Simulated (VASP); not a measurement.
# CdTe (rocksalt type) (Fm-3m) in VASP: notebook

Runs on CdTe (rocksalt type). Level: PBEsol. Tasks: single point.

Program: VASP 6.6.1. These are calculated values, not measurements. Logs are shortened: lines on timing, memory, paths and dates and some standing lists are left out, and cuts for length are marked.

**1. The cell of the first run**

The structure is cubic, space group Fm-3m (No. 225). The conventional cell has a = 5.376 Å, b = 5.376 Å, c = 5.376 Å, α = 90.00°, β = 90.00°, γ = 90.00°. Within 3.5 Å of Cd (site symmetry m-3m) lie 6 Te at 2.69 Å. Te (site symmetry m-3m) has 6 Cd at 2.69 Å within 3.5 Å.

**2. Single point, PBEsol (volume scaled by 0.72)**

Contents of INCAR:

```
SYSTEM = CdTe
PREC = Accurate
ENCUT = 520
EDIFF = 1E-7
ISMEAR = -1
SIGMA = 0.05
LREAL = .FALSE.
LASPH = .TRUE.
NELM = 60
ALGO = Normal
ISIF = 2
LWAVE = .FALSE.
LCHARG = .TRUE.
GGA = PS
LELF = .TRUE.
LVHAR = .TRUE.
NBANDS = 16
```

Contents of KPOINTS:

```
regular mesh
0
G
  13 13 13
  0 0 0
```

Contents of POSCAR:

```
CdTe
1.0
    0.0000000000      2.6882017418      2.6882017418
    2.6882017418      0.0000000000      2.6882017418
    2.6882017418      2.6882017418      0.0000000000
Cd Te
1 1
Direct
    0.0000000000      0.0000000000      0.0000000000
    0.5000000000      0.5000000000      0.5000000000
```

Potentials or basis: VASP PAW PBE potentials, release 64 (Cd, Te).

Run with:

```
cat potpaw_PBE.64/Cd/POTCAR potpaw_PBE.64/Te/POTCAR > POTCAR
mpirun -np 1 vasp_std > vasp.out
```

OUTCAR:

```text
SYSTEM = CdTe
   PREC = Accurate
   ENCUT = 520
   EDIFF = 1E-7
   ISMEAR = -1
   LREAL = .FALSE.
   LASPH = .TRUE.
   NELM = 60
   ISIF = 2
   GGA = PS

 ion  position               nearest neighbor table
   1  0.000  0.000  0.000-   2 2.69   2 2.69   2 2.69   2 2.69   2 2.69   2 2.69
   2  0.500  0.500  0.500-   1 2.69   1 2.69   1 2.69   1 2.69   1 2.69   1 2.69

  LATTYP: Found a face centered cubic cell.
 ALAT       =     5.3764034836

  Lattice vectors:

 A1 = (   0.0000000000,   2.6882017418,   2.6882017418)
 A2 = (   2.6882017418,   0.0000000000,   2.6882017418)
 A3 = (   2.6882017418,   2.6882017418,   0.0000000000)

Analysis of symmetry for initial positions (statically):
=====================================================================
 Subroutine PRICEL returns:
 Original cell was already a primitive cell.

 Routine SETGRP: Setting up the symmetry group for a
 face centered cubic supercell.

 Subroutine GETGRP returns: Found 48 space group operations
 (whereof 48 operations were pure point group operations)
 out of a pool of 48 trial point group operations.

The static configuration has the point symmetry O_h .

Analysis of symmetry for dynamics (positions and initial velocities):
=====================================================================
 Subroutine PRICEL returns:
 Original cell was already a primitive cell.

 Routine SETGRP: Setting up the symmetry group for a
 face centered cubic supercell.

 Subroutine GETGRP returns: Found 48 space group operations
 (whereof 48 operations were pure point group operations)
 out of a pool of 48 trial point group operations.

The dynamic configuration has the point symmetry O_h .

 Subroutine INISYM returns: Found 48 space group operations
 (whereof 48 operations are pure point group operations),
 and found     1 'primitive' translations

----------------------------------------------------------------------------------------

                                     Primitive cell

  volume of cell :      38.8522

  direct lattice vectors                    reciprocal lattice vectors
     0.000000000  2.688201742  2.688201742    -0.185997945  0.185997945  0.185997945
     2.688201742  0.000000000  2.688201742     0.185997945 -0.185997945  0.185997945
     2.688201742  2.688201742  0.000000000     0.185997945  0.185997945 -0.185997945

  length of vectors
     3.801691362  3.801691362  3.801691362     0.322157891  0.322157891  0.322157891

  position of ions in fractional coordinates (direct lattice)
     0.000000000  0.000000000  0.000000000
     0.500000000  0.500000000  0.500000000

  ion indices of the primitive-cell ions
   primitive index   ion index
                 1           1
                 2           2

----------------------------------------------------------------------------------------

 KPOINTS: regular mesh

Automatic generation of k-mesh.
 Grid dimensions read from file:
 generate k-points for:   13   13   13

 Generating k-lattice:

  Cartesian coordinates                     Fractional coordinates (reciprocal lattice)
    -0.014307534  0.014307534  0.014307534     0.076923077  0.000000000  0.000000000
     0.014307534 -0.014307534  0.014307534     0.000000000  0.076923077  0.000000000
     0.014307534  0.014307534 -0.014307534     0.000000000  0.000000000  0.076923077

  Length of vectors
     0.024781376  0.024781376  0.024781376

  Shift w.r.t. Gamma in fractional coordinates (k-lattice)
     0.000000000  0.000000000  0.000000000

 Subroutine IBZKPT returns following result:
 ===========================================

 Found     84 irreducible k-points:

 Following reciprocal coordinates:
            Coordinates               Weight
  0.000000  0.000000  0.000000      1.000000
  0.076923  0.000000  0.000000      8.000000
  0.153846  0.000000  0.000000      8.000000
  0.230769  0.000000  0.000000      8.000000
  0.307692  0.000000  0.000000      8.000000
  0.384615  0.000000  0.000000      8.000000
[... 16 lines left out ...]
  0.384615  0.153846  0.000000     24.000000
  0.461538  0.153846  0.000000     24.000000
 [... further k-points ...]
   k-points           NKPTS =     84   k-points in BZ     NKDIM =     84   number of bands    NBANDS=     16
   number of dos      NEDOS =    301   number of ions     NIONS =      2
   total plane-waves  NPLWV =  21952
   dimension x,y,z NGX =    28 NGY =   28 NGZ =   28
   dimension x,y,z NGXF=    56 NGYF=   56 NGZF=   56
   ions per type =               1   1
   NGX,Y,Z   is equivalent  to a cutoff of  12.24, 12.24, 12.24 a.u.
   NGXF,Y,Z  is equivalent  to a cutoff of  24.49, 24.49, 24.49 a.u.
 SYSTEM =  CdTe
   PREC   = accura    normal or accurate (medium, high low for compatibility)
   ISTART =      0    job   : 0-new  1-cont  2-samecut
   ICHARG =      2    charge: 1-file 2-atom 10-const
   ISPIN  =      1    spin polarized calculation?
   LNONCOLLINEAR =      F non collinear calculations
   LSORBIT =      F    spin-orbit coupling
   LASPH  =      T    aspherical Exc in radial PAW
   ENCUT  =  520.0 eV  38.22 Ry    6.18 a.u.   7.07  7.07  7.07*2*pi/ulx,y,z
   NELM   =     60;   NELMIN=  2; NELMDL= -5     # of ELM steps
   EDIFF  = 0.1E-06   stopping-criterion for ELM
   LREAL  =      F    real-space projection
   EDIFFG = 0.1E-05   stopping-criterion for IOM
   NSW    =      0    number of steps for IOM
   IBRION =     -1    ionic relax: 0-MD 1-quasi-New 2-CG
   NFREE  =      0    steps in history (QN), initial steepest desc. (CG)
   ISIF   =      2    stress and relaxation
   ISYM   =      2    0-nonsym 1-usesym 2-fastsym
   POTIM  = 0.5000    time-step for ionic-motion
   TEBEG  =    0.0;   TEEND  =   0.0 temperature during run
   PSTRESS=    0.0 pullay stress
   NELECT =      18.0000    total number of electrons
   NUPDOWN=      -1.0000    fix difference up-down
   EMIN   =  10.00;   EMAX   =-10.00  energy-range for DOS
   EFERMI =   0.00;   METHOD = LEGACY
   ISMEAR =    -1;   SIGMA  =   0.05  broadening in eV -4-tet -1-fermi 0-gaus
   EFERMI_NEDOS =   21; number of points for ismear=-14 and -15
   IALGO  =     38    algorithm
   IMIX   =      4    mixing-type and parameters
     AMIX     =   0.40;   BMIX     =  1.00
     AMIX_MAG =   1.60;   BMIX_MAG =  1.00
  volume/ion in A,a.u.               =      19.43       131.09
  Fermi-wavevector in a.u.,A,eV,Ry     =   1.266758  2.393826 21.832956  1.604677
  Thomas-Fermi vector in A             =   2.399942
   LORBIT       =      0    0 simple, 1 ext, 2 COOP (PROOUT), +10 PAW based schemes
   GGA     = PS    functional components
   LHFCALC =     F    Hartree Fock is set to
   AEXX    =    0.0000 exact exchange contribution
   IVDW    =     0    specifies the selected vdW correction
   LEPSILON=     F    determine dielectric tensor
   LRPA    =     F    only Hartree local field effects (RPA)
 non-spin polarized calculation
  energy-cutoff  :      520.00
  volume of cell :       38.85
 maximum number of plane-waves:      1059
   NGX = 15   NGY = 15   NGZ = 15

 number of electron      18.0000008 magnetization

 Free energy of the ion-electron system (eV)
  ---------------------------------------------------
  ext. energy  EPLUGINS =         0.00000000
  ---------------------------------------------------
  free energy    TOTEN  =        -3.78606562 eV

  energy without entropy =       -3.78215485  energy(sigma->0) =       -3.78411023

 E-fermi :   8.6222     XC(G=0): -11.7572

 val. band max:        8.6020867257   @ k =  -0.2308   0.2308   0.0000
 cond. band min:       8.6678855071   @ k =  -0.3077   0.1538   0.0000
 fundamental gap:      0.0657987814
 Fermi energy:         8.6222459201

 k-point     1 :       0.0000    0.0000    0.0000
  band No.  band energies     occupation
      1      -6.2387      2.00000
      2      -1.1262      2.00000
      3      -1.1262      2.00000
      4      -1.0751      2.00000
      5      -1.0751      2.00000
      6      -1.0751      2.00000
[... 8 lines left out ...]
     15      17.2544      0.00000
     16      17.2544      0.00000

 k-point     2 :       0.0769    0.0000    0.0000
  band No.  band energies     occupation
      1      -6.1541      2.00000
      2      -1.1524      2.00000
      3      -1.1524      2.00000
      4      -1.0862      2.00000
      5      -1.0642      2.00000
      6      -1.0642      2.00000
[... 8 lines left out ...]
     15      16.8183      0.00000
     16      16.8183      0.00000

 k-point     3 :       0.1538    0.0000    0.0000
  band No.  band energies     occupation
      1      -5.9037      2.00000
      2      -1.2305      2.00000
      3      -1.2305      2.00000
      4      -1.1207      2.00000
      5      -1.0266      2.00000
      6      -1.0266      2.00000
[... 8 lines left out ...]
     15      16.7465      0.00000
     16      16.7465      0.00000

 k-point     4 :       0.2308    0.0000    0.0000
  band No.  band energies     occupation
      1      -5.5013      2.00000
      2      -1.3395      2.00000
      3      -1.3395      2.00000
      4      -1.1837      2.00000
      5      -0.9706      2.00000
      6      -0.9706      2.00000
[... 8 lines left out ...]
     15      17.3327      0.00000
     16      17.3327      0.00000
[... 324 lines left out ...]
 k-point    22 :       0.3077    0.1538    0.0000
  band No.  band energies     occupation
      1      -5.1484      2.00000
      2      -1.4983      2.00000
      3      -1.2262      2.00000
      4      -1.1936      2.00000
      5      -0.9397      2.00000
      6      -0.8970      2.00000
[... 8 lines left out ...]
     15      19.0404      0.00000
     16      19.5212      0.00000

 k-point    23 :       0.3846    0.1538    0.0000
  band No.  band energies     occupation
      1      -4.6883      2.00000
      2      -1.5218      2.00000
      3      -1.3358      2.00000
      4      -1.2418      2.00000
      5      -0.8697      2.00000
      6      -0.8395      2.00000
[... 8 lines left out ...]
     15      20.2932      0.00000
     16      20.4030      0.00000

 k-point    24 :       0.4615    0.1538    0.0000
  band No.  band energies     occupation
      1      -4.2593      2.00000
      2      -1.5077      2.00000
      3      -1.4385      2.00000
      4      -1.2945      2.00000
      5      -0.8089      2.00000
      6      -0.7908      2.00000
[... 8 lines left out ...]
     15      21.1937      0.00000
     16      21.6033      0.00000

 [... further k-points ...]

------------------------ aborting loop because EDIFF is reached ----------------------------------------

  FORCE on cell =-STRESS in cart. coord.  units (eV):
  Direction    XX          YY          ZZ          XY          YZ          ZX
  --------------------------------------------------------------------------------------
  -------------------------------------------------------------------------------------
  Total       10.2715333     10.2715333     10.2715333      0.0000000      0.0000000      0.0000000
  in kB      423.5749727    423.5749727    423.5749727      0.0000000      0.0000000      0.0000000
  external PRESSURE =     423.5749727 kB  Pullay stress =       0.0000000 kB

 VOLUME and BASIS-vectors are now :
 -----------------------------------------------------------------------------
  energy-cutoff  :      520.00
  volume of cell :       38.85
      direct lattice vectors                 reciprocal lattice vectors
     0.000000000  2.688201742  2.688201742    -0.185997945  0.185997945  0.185997945
     2.688201742  0.000000000  2.688201742     0.185997945 -0.185997945  0.185997945
     2.688201742  2.688201742  0.000000000     0.185997945  0.185997945 -0.185997945

 POSITION                                       TOTAL-FORCE (eV/Angst)
 -----------------------------------------------------------------------------------
      0.00000      0.00000      0.00000         0.000000     -0.000000      0.000000
      2.68820      2.68820      2.68820        -0.000000      0.000000     -0.000000
 -----------------------------------------------------------------------------------
    total drift:                               -0.000000      0.000000      0.000000

  FREE ENERGIE OF THE ION-ELECTRON SYSTEM (eV)
  ---------------------------------------------------
  free  energy   TOTEN  =        -3.7860656152 eV

  energy  without entropy=       -3.7821548513  energy(sigma->0) =       -3.78411023
```

Wall time 38 s (1 thread of Intel Xeon Platinum 8488C (Sapphire Rapids), shared host); peak memory 0.19 GiB.

Results:

```
Free energy            : -3.7861 eV
Pressure               : 42.4 GPa
Band gap on the k mesh : zero (band 9 reaches 8.91 eV, above the bottom of band 10 at 7.05 eV)
```

Caveat: the PAW data sets were made with another functional, which shifts forces and pressure a little; spin-orbit coupling is left out, which moves the levels of the heavy elements.

(Part 1 of 2 ends here.)
